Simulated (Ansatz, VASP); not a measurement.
## Two plane-wave programs on Al16Cu

Contents of INCAR:

```
ALGO = Normal
DIPOL = 0.5 0.5 0.303
EDIFF = 1E-6
ENCUT = 520
GGA = PE
IDIPOL = 3
ISIF = 2
ISMEAR = 0
IVDW = 12
LASPH = T
LCHARG = F
LDIPOL = T
LREAL = Auto
LWAVE = F
NBANDS = 44
NELM = 80
PREC = Accurate
SIGMA = 0.1
```

The input KPOINTS:

```
k-points
0
Gamma
  5 4 1
```

The input POSCAR:

```
Al16Cu
1.0
    5.6324246412      0.0000000000      0.0000000000
    0.0000000000      7.9654513166      0.0000000000
    0.0000000000      0.0000000000     21.2293510975
Al Cu
16 1
Direct
    0.2500000000      0.2500000000      0.1884183827
    0.2500000000      0.7500000000      0.1884183827
    0.7500000000      0.2500000000      0.1884183827
    0.7500000000      0.7500000000      0.1884183827
    0.0000000000      0.0000000000      0.2547466541
    0.0000000000      0.5000000000      0.2547466541
    0.5000000000      0.0000000000      0.2547466541
    0.5000000000      0.5000000000      0.2547466541
    0.2500000000      0.2500000000      0.3240951258
    0.2500000000      0.7500000000      0.3240951258
    0.7500000000      0.2500000000      0.3240951258
    0.7500000000      0.7500000000      0.3240951258
    0.0000000000      0.0000000000      0.3876402562
    0.0000000000      0.5000000000      0.3876402562
    0.5000000000      0.0000000000      0.3876402562
    0.5000000000      0.5000000000      0.3876402562
    0.0000000000      0.1875000000      0.5289540432
```

Input for Ansatz:

```yaml
crystal:
  lattice:
    - [5.6324246412, 0.0, 0.0]
    - [0.0, 7.9654513166, 0.0]
    - [0.0, 0.0, 21.2293510975]
  atoms:
    - { symbol: Al, position: [0.25, 0.25, 0.1884183827] }
    - { symbol: Al, position: [0.25, 0.75, 0.1884183827] }
    - { symbol: Al, position: [0.75, 0.25, 0.1884183827] }
    - { symbol: Al, position: [0.75, 0.75, 0.1884183827] }
    - { symbol: Al, position: [0.0, 0.0, 0.2547466541] }
    - { symbol: Al, position: [0.0, 0.5, 0.2547466541] }
    - { symbol: Al, position: [0.5, 0.0, 0.2547466541] }
    - { symbol: Al, position: [0.5, 0.5, 0.2547466541] }
    - { symbol: Al, position: [0.25, 0.25, 0.3240951258] }
    - { symbol: Al, position: [0.25, 0.75, 0.3240951258] }
    - { symbol: Al, position: [0.75, 0.25, 0.3240951258] }
    - { symbol: Al, position: [0.75, 0.75, 0.3240951258] }
    - { symbol: Al, position: [0.0, 0.0, 0.3876402562] }
    - { symbol: Al, position: [0.0, 0.5, 0.3876402562] }
    - { symbol: Al, position: [0.5, 0.0, 0.3876402562] }
    - { symbol: Al, position: [0.5, 0.5, 0.3876402562] }
    - { symbol: Cu, position: [0.0, 0.1875, 0.5289540432] }
basis:
  ecutwfc: 420
kpoints:
  mp_grid: { grid: [5, 4, 1] }
hamiltonian:
  xc: pbe
  dispersion: d3bj
scf:
  occupations: { method: gaussian, width: 0.1 }
output:
  forces: true
  eigenvalues: true
efield:
  axis: 3
  dipole_correction: true
  ramp_width: 0.04
```

Alike in both runs: task single point; functional PBE; dispersion D3(BJ); k mesh 5 × 4 × 1; occupations gaussian, width 0.1 eV; no spin polarisation.

```csv
,VASP,Ansatz
version,VASP 6.6.1,Ansatz 0.2.0
potentials or method,"VASP PAW PBE potentials, release 64 (Al, Cu), cutoff 520 eV","scalar-relativistic, plane waves, PAW"
valence electrons in the cell,59,67
```

|  | VASP | Ansatz | Ansatz less VASP |
| --- | --- | --- | --- |
| gap on the k mesh at the Fermi level (eV) | none | none | - |
| rms of the force components (eV/Å) | 0.210 | 0.210 | +0.0006 |

Atom by atom the forces differ by 0.002 eV/Å (rms over components). A gap of «none» marks a metal or a gap that the smearing closes. VASP's potentials hold 59 valence electrons a cell and Ansatz's 67, so a difference there can come from the potentials and not from the codes.
